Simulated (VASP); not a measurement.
W, 1 atom in the cell. It takes space group Im-3m (No. 229, cubic). Conventional cell: a = 3.143 Å, b = 3.143 Å, c = 3.143 Å, α = 90.00°, β = 90.00°, γ = 90.00°. W (site symmetry m-3m) has 14 W at 2.72 to 3.14 Å within 3.6 Å. 

| Quantity | Value |
| --- | --- |
| Program | VASP 6.6.1 |
| Task | single point |
| Functional | PBE0 |
| Potentials or basis | VASP PAW PBE potentials, release 64 (W_sv) |
| Cutoff | 520 eV |
| k mesh | 8 × 8 × 8 |
| Occupations | fermi-dirac, width 0.05 eV |
| Spin | no spin polarisation |
| Dipole correction | no |
| Grid for exact exchange (PRECFOCK) | Normal |
| Further INCAR settings | ALGO = Normal; EDIFF = 1e-06; NBANDS = 13 |
| Share of exact exchange | 0.25 |

Potentials or basis: VASP PAW PBE potentials, release 64 (W_sv).

Launch:

```bash
$ cat potpaw_PBE.64/W_sv/POTCAR > POTCAR
$ cp INCAR.step1 INCAR
$ mpirun -np 1 vasp_std > vasp.out
$ cp INCAR.step2 INCAR
$ mpirun -np 1 vasp_std > vasp.out
```

Hardware: 1 thread of Oxide Virtual Turin-like Processor (shared host).

Problem. How long does it take, and how much memory?

Solution. Run time: 43 min on 1 thread of Oxide Virtual Turin-like Processor, with other jobs on the host, peak memory 0.12 GiB. Counts: k points 29.
